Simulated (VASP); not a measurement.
Runs of VASP 6.6.1 on Mo. The structure is that of space group Im-3m (No. 229), or close to it. The cells are those of the table. 

| task | cell | k mesh | cutoff (eV) | gap on the mesh (eV) | pressure (GPa) |
| --- | --- | --- | --- | --- | --- |
| single point | a = 2.811 Å, angles 109.5°, 1 atom | 23 × 23 × 23 | 520 | none | (b) |
| single point | a = 2.774 Å, angles 109.5°, 1 atom | 23 × 23 × 23 | 520 | none | 0.6 |
| single point | a = 2.774 Å, angles 109.5°, 1 atom | 7 × 7 × 7 | 520 | none | 1.0 |
| single point | a = 2.774 Å, angles 109.5°, 1 atom | 14 × 14 × 14 | 520 | none | 0.9 |
| single point | a = 2.846 Å, angles 109.5°, 1 atom | 23 × 23 × 23 | 520 | none | (a) |
| relaxation of cell and atoms | relaxed from a = 2.726 Å, angles 109.5°, 1 atom | 14 × 14 × 14 | 600 | none | 0.0 |
| single point | a = 2.698 Å, angles 109.5°, 1 atom | 23 × 23 × 23 | 520 | none | 24.0 |

Alike in all rows: level BLYP; potentials or basis VASP PAW PBE potentials, release 64 (Mo_sv); no spin polarisation; smearing fermi-dirac 0.1 eV.

Task: Fill in the values left out.

Result: (a) -14.7; (b) -7.9.

Caveats: some runs use coarse meshes; the PAW data sets were made with another functional, which shifts forces and pressure a little.

A k mesh can miss the band edges, and the runs leave out spin-orbit coupling on Mo.

A gap of «none» marks levels without a gap at the run's occupations.
